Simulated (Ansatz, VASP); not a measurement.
**Two plane-wave programs on Sn**

File INCAR:

```
PREC = Accurate
ENCUT = 520
EDIFF = 1E-8
ISMEAR = -1
SIGMA = 0.05
LREAL = F
LASPH = T
NELM = 60
ALGO = Normal
ISIF = 2
LWAVE = F
LCHARG = F
GGA = PE
LEFG = T
NBANDS = 21
```

File KPOINTS:

```
regular mesh
0
Gamma
  9 9 9
```

POSCAR

```
Sn
1.0
    0.0000000000      3.2942374582      3.2942374582
    3.2942374582      0.0000000000      3.2942374582
    3.2942374582      3.2942374582      0.0000000000
Sn
2
Direct
    0.0000000000      0.0000000000      0.0000000000
    0.2500000000      0.2500000000      0.2500000000
```

Input for Ansatz:

```yaml
crystal:
  lattice:
    - [0.0, 3.2942374582, 3.2942374582]
    - [3.2942374582, 0.0, 3.2942374582]
    - [3.2942374582, 3.2942374582, 0.0]
  atoms:
    - { symbol: Sn, position: [0.0, 0.0, 0.0] }
    - { symbol: Sn, position: [0.25, 0.25, 0.25] }
kpoints:
  mp_grid: { grid: [9, 9, 9] }
scf:
  occupations: { method: fermi_dirac, width: 0.05 }
hamiltonian:
  xc: pbe
  pseudopotentials: { kind: paw }
output:
  forces: true
  stress: true
  eigenvalues: true
  efg: { contact_densities: true }
```

Change from the starting cell: volume scaled by 0.97, PAW files.

Alike in both runs: task electric field gradients; functional PBE; k mesh 9 × 9 × 9; occupations fermi-dirac, width 0.05 eV; no spin polarisation.

|  | VASP | Ansatz |
| --- | --- | --- |
| version | VASP 6.6.1 | Ansatz 0.2.0 |
| potentials or method | VASP PAW PBE potentials, release 64 (Sn_d) | PAW with Ansatz's default frozen-core files, scalar-relativistic |
| plane-wave cutoff (eV) | 520 | 420 |
| valence electrons in the cell | 28 | 28 |

```tsv
	VASP	Ansatz	Ansatz less VASP
pressure (GPa)	1.1	1.2	+0.05
```
